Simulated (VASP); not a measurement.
Input of a VASP 6.6.1 run:

Contents of INCAR:

```
SYSTEM = Se
  ALGO = Normal
  EDIFF = 1E-7
  ENCUT = 520
  GGA = PE
  ISIF = 2
  ISMEAR = -1
  LASPH = .True.
  LCHARG = .False.
  LREAL = .False.
  LWAVE = .False.
  NBANDS = 13
  NELM = 80
  PREC = Accurate
  SIGMA = 0.1
```

The input KPOINTS:

```
k-points
0
Gamma
  18 18 10
  0 0 0
```

Contents of POSCAR:

```
Se
1.0
    2.4957520216      0.0000000000      0.0000000000
   -1.2478760108      2.1613846523      0.0000000000
    0.0000000000      0.0000000000      3.8118994953
Se
2
Direct
    0.3333333333      0.6666666667      0.2500000000
    0.6666666667      0.3333333333      0.7500000000
```

Potentials or basis: VASP PAW PBE potentials, release 64 (Se).

Launch:

```bash
$ cat potpaw_PBE.64/Se/POTCAR > POTCAR
$ mpirun -np 1 vasp_std > vasp.out
```

Task: Estimate the pressure.

Result: 223.3 GPa.

Task: Predict the band gap on the k mesh.

Result: Zero (band 6 reaches 23.20 eV, above the bottom of band 7 at 11.81 eV).

Stress tensor (GPa, compression positive):
```
223.11   0.00   0.00
  0.00 223.11   0.00
  0.00   0.00 223.76
```
